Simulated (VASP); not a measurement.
# Zr (Ibam) in VASP: single point with PBEsol

Aim: the single point of Zr with PBEsol.

Program: VASP 6.6.1. These are calculated values, not measurements. Logs are shortened: lines on timing, memory, paths and dates and some standing lists are left out, and cuts for length are marked.

### 1 The cell of the first run

It takes space group Ibam (No. 72, orthorhombic). Conventional cell: a = 5.291 Å, b = 8.280 Å, c = 6.144 Å, α = 90.00°, β = 90.00°, γ = 90.00°. Within 4.0 Å of Zr (site symmetry 222) lie 14 Zr at 3.07 to 3.69 Å. Zr (site symmetry m) has 13 Zr at 2.91 to 3.82 Å within 3.9 Å.

### 2 Single point, PBEsol

The input, INCAR:

```
SYSTEM = Zr
PREC = Accurate
ENCUT = 500
EDIFF = 1E-6
ISMEAR = 0
SIGMA = 0.1
LREAL = .FALSE.
LASPH = .TRUE.
NELM = 120
ALGO = Normal
ISIF = 2
LWAVE = .FALSE.
LCHARG = .TRUE.
GGA = PS
LELF = .TRUE.
LVHAR = .TRUE.
NBANDS = 45
GGA_COMPAT = .FALSE.
```

The input, KPOINTS:

```
Automatic mesh
0
G
  10 10 10
  0 0 0
```

The input, POSCAR:

```
Zr
1.0
   -2.6455100599      4.1398634360      3.0721482779
    2.6455100599     -4.1398634360      3.0721482779
    2.6455100599      4.1398634360     -3.0721482779
Zr
6
Direct
    0.2500000000      0.2500000000      0.0000000000
    0.7500000000      0.7500000000      0.0000000000
    0.3238407835      0.0700933552      0.3939341386
    0.8238407835      0.4299066448      0.2537474283
    0.6761592165      0.9299066448      0.6060658614
    0.1761592165      0.5700933552      0.7462525717
```

Potentials or basis: VASP PAW PBE potentials, release 64 (Zr_sv).

Run with:

```
cat potpaw_PBE.64/Zr_sv/POTCAR > POTCAR
mpirun -np 1 vasp_std > vasp.out
```

OUTCAR:

```text
SYSTEM = Zr
   PREC = Accurate
   ENCUT = 500
   EDIFF = 1E-6
   ISMEAR = 0
   LREAL = .FALSE.
   LASPH = .TRUE.
   NELM = 120
   ISIF = 2
   GGA = PS

 ion  position               nearest neighbor table
   1  0.250  0.250  0.000-   2 3.07   2 3.07   6 3.11   4 3.11   5 3.11   3 3.11   3 3.11   5 3.11
                             4 3.11   6 3.11   5 3.69   6 3.69   4 3.69   3 3.69
   2  0.750  0.750  0.000-   1 3.07   1 3.07   6 3.11   4 3.11   3 3.11   5 3.11   5 3.11   3 3.11
                             6 3.11   4 3.11   3 3.69   4 3.69   6 3.69   5 3.69
   3  0.324  0.070  0.394-   6 2.91   6 2.91   5 3.01   2 3.11   1 3.11   1 3.11   2 3.11   4 3.16
                             4 3.16   2 3.69   1 3.69   5 3.82   5 3.82
   4  0.824  0.430  0.254-   5 2.91   5 2.91   6 3.01   2 3.11   1 3.11   2 3.11   1 3.11   3 3.16
                             3 3.16   2 3.69   1 3.69   6 3.82   6 3.82
   5  0.676  0.930  0.606-   4 2.91   4 2.91   3 3.01   1 3.11   2 3.11   2 3.11   1 3.11   6 3.16
                             6 3.16   1 3.69   2 3.69   3 3.82   3 3.82
   6  0.176  0.570  0.746-   3 2.91   3 2.91   4 3.01   1 3.11   2 3.11   1 3.11   2 3.11   5 3.16
                             5 3.16   1 3.69   2 3.69   4 3.82   4 3.82

  LATTYP: Found a body centered orthorhombic cell.
 ALAT       =     5.2910201198
 B/A-ratio  =     1.1612687944
 C/A-ratio  =     1.5648639931

  Lattice vectors:

 A1 = (   2.6455100599,  -4.1398634360,  -3.0721482779)
 A2 = (  -2.6455100599,  -4.1398634360,   3.0721482779)
 A3 = (  -2.6455100599,   4.1398634360,  -3.0721482779)

Analysis of symmetry for initial positions (statically):
=====================================================================
 Subroutine PRICEL returns:
 Original cell was already a primitive cell.

 Routine SETGRP: Setting up the symmetry group for a
 body centered orthorhombic supercell.

 Subroutine GETGRP returns: Found  8 space group operations
 (whereof  4 operations were pure point group operations)
 out of a pool of  8 trial point group operations.

The static configuration has the point symmetry C_2h.
 The point group associated with its full space group is D_2h.

Analysis of symmetry for dynamics (positions and initial velocities):
=====================================================================
 Subroutine PRICEL returns:
 Original cell was already a primitive cell.

 Routine SETGRP: Setting up the symmetry group for a
 body centered orthorhombic supercell.

 Subroutine GETGRP returns: Found  8 space group operations
 (whereof  4 operations were pure point group operations)
 out of a pool of  8 trial point group operations.

The dynamic configuration has the point symmetry C_2h.
 The point group associated with its full space group is D_2h.

 Subroutine INISYM returns: Found  8 space group operations
 (whereof  4 operations are pure point group operations),
 and found     1 'primitive' translations

----------------------------------------------------------------------------------------

                                     Primitive cell

  volume of cell :     134.5853

  direct lattice vectors                    reciprocal lattice vectors
    -2.645510060  4.139863436  3.072148278     0.000000000  0.120776931  0.162752561
     2.645510060 -4.139863436  3.072148278     0.188999470  0.000000000  0.162752561
     2.645510060  4.139863436 -3.072148278     0.188999470  0.120776931  0.000000000

  length of vectors
     5.794418676  5.794418676  5.794418676     0.202670825  0.249417714  0.224294152

  position of ions in fractional coordinates (direct lattice)
     0.250000000  0.250000000  0.000000000
     0.750000000  0.750000000  0.000000000
     0.323840784  0.070093355  0.393934139
     0.823840784  0.429906645  0.253747428
     0.676159216  0.929906645  0.606065861
     0.176159216  0.570093355  0.746252572

  ion indices of the primitive-cell ions
   primitive index   ion index
                 1           1
                 2           2
                 3           3
                 4           4
                 5           5
                 6           6

----------------------------------------------------------------------------------------

 KPOINTS: Automatic mesh

Automatic generation of k-mesh.
 Grid dimensions read from file:
 generate k-points for:   10   10   10

 Generating k-lattice:

  Cartesian coordinates                     Fractional coordinates (reciprocal lattice)
     0.000000000  0.012077693  0.016275256     0.100000000  0.000000000  0.000000000
     0.018899947  0.000000000  0.016275256    -0.000000000  0.100000000  0.000000000
     0.018899947  0.012077693  0.000000000    -0.000000000  0.000000000  0.100000000

  Length of vectors
     0.020267082  0.024941771  0.022429415

  Shift w.r.t. Gamma in fractional coordinates (k-lattice)
     0.000000000  0.000000000  0.000000000

 Subroutine IBZKPT returns following result:
 ===========================================

 Found    171 irreducible k-points:

 Following reciprocal coordinates:
            Coordinates               Weight
  0.000000  0.000000  0.000000      1.000000
  0.100000 -0.000000  0.000000      4.000000
  0.200000 -0.000000  0.000000      4.000000
  0.300000  0.000000  0.000000      4.000000
  0.400000  0.000000 -0.000000      4.000000
  0.500000  0.000000  0.000000      2.000000
[... 16 lines left out ...]
 -0.400000  0.200000  0.000000      8.000000
 -0.300000  0.200000  0.000000      8.000000
 [... further k-points ...]
   k-points           NKPTS =    171   k-points in BZ     NKDIM =    171   number of bands    NBANDS=     45
   number of dos      NEDOS =    301   number of ions     NIONS =      6
   total plane-waves  NPLWV =  74088
   dimension x,y,z NGX =    42 NGY =   42 NGZ =   42
   dimension x,y,z NGXF=    84 NGYF=   84 NGZF=   84
   ions per type =               6
   NGX,Y,Z   is equivalent  to a cutoff of  12.05, 12.05, 12.05 a.u.
   NGXF,Y,Z  is equivalent  to a cutoff of  24.10, 24.10, 24.10 a.u.
 SYSTEM =  Zr
   PREC   = accura    normal or accurate (medium, high low for compatibility)
   ISTART =      0    job   : 0-new  1-cont  2-samecut
   ICHARG =      2    charge: 1-file 2-atom 10-const
   ISPIN  =      1    spin polarized calculation?
   LNONCOLLINEAR =      F non collinear calculations
   LSORBIT =      F    spin-orbit coupling
   LASPH  =      T    aspherical Exc in radial PAW
   ENCUT  =  500.0 eV  36.75 Ry    6.06 a.u.  10.56 10.56 10.56*2*pi/ulx,y,z
   NELM   =    120;   NELMIN=  2; NELMDL= -5     # of ELM steps
   EDIFF  = 0.1E-05   stopping-criterion for ELM
   LREAL  =      F    real-space projection
   EDIFFG = 0.1E-04   stopping-criterion for IOM
   NSW    =      0    number of steps for IOM
   IBRION =     -1    ionic relax: 0-MD 1-quasi-New 2-CG
   NFREE  =      0    steps in history (QN), initial steepest desc. (CG)
   ISIF   =      2    stress and relaxation
   ISYM   =      2    0-nonsym 1-usesym 2-fastsym
   POTIM  = 0.5000    time-step for ionic-motion
   TEBEG  =    0.0;   TEEND  =   0.0 temperature during run
   PSTRESS=    0.0 pullay stress
   NELECT =      72.0000    total number of electrons
   NUPDOWN=      -1.0000    fix difference up-down
   EMIN   =  10.00;   EMAX   =-10.00  energy-range for DOS
   EFERMI =   0.00;   METHOD = LEGACY
   ISMEAR =     0;   SIGMA  =   0.10  broadening in eV -4-tet -1-fermi 0-gaus
   EFERMI_NEDOS =   21; number of points for ismear=-14 and -15
   IALGO  =     38    algorithm
   IMIX   =      4    mixing-type and parameters
     AMIX     =   0.40;   BMIX     =  1.00
     AMIX_MAG =   1.60;   BMIX_MAG =  1.00
  volume/ion in A,a.u.               =      22.43       151.37
  Fermi-wavevector in a.u.,A,eV,Ry     =   1.328984  2.511416 24.030594  1.766199
  Thomas-Fermi vector in A             =   2.458181
   LORBIT       =      0    0 simple, 1 ext, 2 COOP (PROOUT), +10 PAW based schemes
   GGA     = PS    functional components
   LHFCALC =     F    Hartree Fock is set to
   AEXX    =    0.0000 exact exchange contribution
   IVDW    =     0    specifies the selected vdW correction
   LEPSILON=     F    determine dielectric tensor
   LRPA    =     F    only Hartree local field effects (RPA)
 non-spin polarized calculation
 Gauss-broadening in eV      SIGMA  =   0.10
  energy-cutoff  :      500.00
  volume of cell :      134.59
 maximum number of plane-waves:      3441
   NGX = 21   NGY = 21   NGZ = 21

 number of electron      72.0000001 magnetization

 Free energy of the ion-electron system (eV)
  ---------------------------------------------------
  ext. energy  EPLUGINS =         0.00000000
  ---------------------------------------------------
  free energy    TOTEN  =       -54.43247615 eV

  energy without entropy =      -54.39980058  energy(sigma->0) =      -54.41613837

 E-fermi :   9.0731     XC(G=0): -11.3602

 val. band max:        9.0718247409   @ k =   0.5000  -0.4000   0.3000
 cond. band min:       9.0733777430   @ k =  -0.3000   0.4000   0.3000
 fundamental gap:      0.0015530021
 Fermi energy:         9.0731482123

 k-point     1 :       0.0000    0.0000    0.0000
  band No.  band energies     occupation
      1     -39.4592      2.00000
      2     -39.2725      2.00000
      3     -39.2522      2.00000
      4     -39.2511      2.00000
      5     -39.1880      2.00000
      6     -39.1866      2.00000
[... 37 lines left out ...]
     44      11.0330      0.00000
     45      11.0887      0.00000

 k-point     2 :       0.1000   -0.0000    0.0000
  band No.  band energies     occupation
      1     -39.4546      2.00000
      2     -39.2761      2.00000
      3     -39.2538      2.00000
      4     -39.2515      2.00000
      5     -39.1876      2.00000
      6     -39.1860      2.00000
[... 37 lines left out ...]
     44      10.9775      0.00000
     45      11.0859      0.00000

 k-point     3 :       0.2000   -0.0000    0.0000
  band No.  band energies     occupation
      1     -39.4415      2.00000
      2     -39.2883      2.00000
      3     -39.2562      2.00000
      4     -39.2527      2.00000
      5     -39.1866      2.00000
      6     -39.1849      2.00000
[... 37 lines left out ...]
     44      10.9079      0.00000
     45      11.0835      0.00000

 k-point     4 :       0.3000    0.0000    0.0000
  band No.  band energies     occupation
      1     -39.4208      2.00000
      2     -39.3093      2.00000
      3     -39.2574      2.00000
      4     -39.2542      2.00000
      5     -39.1853      2.00000
      6     -39.1839      2.00000
[... 901 lines left out ...]
     44      10.9270      0.00000
     45      11.2885      0.00000

 k-point    23 :      -0.4000    0.2000    0.0000
  band No.  band energies     occupation
      1     -39.4077      2.00000
      2     -39.2981      2.00000
      3     -39.2671      2.00000
      4     -39.2524      2.00000
      5     -39.2069      2.00000
      6     -39.1795      2.00000
[... 37 lines left out ...]
     44      10.8836      0.00000
     45      11.2035      0.00000

 k-point    24 :      -0.3000    0.2000    0.0000
  band No.  band energies     occupation
      1     -39.4256      2.00000
      2     -39.2850      2.00000
      3     -39.2590      2.00000
      4     -39.2515      2.00000
      5     -39.2060      2.00000
      6     -39.1841      2.00000
[... 37 lines left out ...]
     44      10.9485      0.00000
     45      11.2528      0.00000

 [... further k-points ...]

------------------------ aborting loop because EDIFF is reached ----------------------------------------

  FORCE on cell =-STRESS in cart. coord.  units (eV):
  Direction    XX          YY          ZZ          XY          YZ          ZX
  --------------------------------------------------------------------------------------
  -------------------------------------------------------------------------------------
  Total        0.1081217      0.0864841      0.0850886      0.0000000      0.0000000      0.0000000
  in kB        1.2871403      1.0295539      1.0129421      0.0000000      0.0000000      0.0000000
  external PRESSURE =       1.1098788 kB  Pullay stress =       0.0000000 kB

 VOLUME and BASIS-vectors are now :
 -----------------------------------------------------------------------------
  energy-cutoff  :      500.00
  volume of cell :      134.59
      direct lattice vectors                 reciprocal lattice vectors
    -2.645510060  4.139863436  3.072148278     0.000000000  0.120776931  0.162752561
     2.645510060 -4.139863436  3.072148278     0.188999470  0.000000000  0.162752561
     2.645510060  4.139863436 -3.072148278     0.188999470  0.120776931  0.000000000

 POSITION                                       TOTAL-FORCE (eV/Angst)
 -----------------------------------------------------------------------------------
      0.00000      0.00000      1.53607         0.000000     -0.000000     -0.000000
      0.00000      0.00000      4.60822        -0.000000     -0.000000     -0.000000
      0.37087      2.68131      0.00000        -0.008658     -0.004972      0.000000
     -0.37087      2.68131      3.07215         0.008658     -0.004972      0.000000
      2.27464      1.45855      3.07215         0.008658      0.004972      0.000000
      3.01638      1.45855      0.00000        -0.008658      0.004972     -0.000000
 -----------------------------------------------------------------------------------
    total drift:                                0.000000     -0.000000      0.000000

  FREE ENERGIE OF THE ION-ELECTRON SYSTEM (eV)
  ---------------------------------------------------
  free  energy   TOTEN  =       -54.4324761455 eV

  energy  without entropy=      -54.3998005847  energy(sigma->0) =      -54.41613837
```

Run time: 7.8 min. Hardware: 1 thread of Intel Xeon 6975P-C (Granite Rapids), shared host; peak memory 0.72 GiB.

What came out:

```yaml
Free_energy: -54.4325 eV
Pressure: 0.1 GPa
Largest_force: 0.010 eV/Å
Band_gap_on_the_k_mesh: zero (bands 36 and 37 overlap by 0.49 eV)
```

Forces on the atoms (eV/Å):
```
Zr   0.000  0.000  0.000
Zr   0.000  0.000  0.000
Zr  -0.009 -0.005  0.000
Zr   0.009 -0.005  0.000
Zr   0.009  0.005  0.000
Zr  -0.009  0.005  0.000
```

Levels at points of the mesh, in eV from the Fermi level:
```tsv
k point	band 32	band 33	band 34	band 35	band 36	band 37	band 38	band 39	band 40	band 41
(0.00, 0.00, 0.00)	-0.78	-0.58	-0.14	-0.13	0.06	0.11	0.52	0.64	0.97	1.54
(0.50, 0.00, 0.00)	-1.22	-1.03	-1.03	-0.47	-0.47	0.51	0.51	1.00	1.00	1.11
(0.00, 0.50, 0.00)	-1.23	-0.85	-0.85	-0.55	-0.55	-0.10	-0.10	0.76	0.76	1.63
(0.50, 0.50, 0.00)	-1.42	-0.56	-0.54	-0.33	-0.04	-0.04	0.45	0.80	1.03	1.04
(0.50, 0.50, 0.50)	-1.96	-1.11	-0.69	-0.02	0.03	0.17	0.26	0.53	0.82	1.49
```

Caveat: the PAW data sets were made with another functional, which shifts forces and pressure a little.
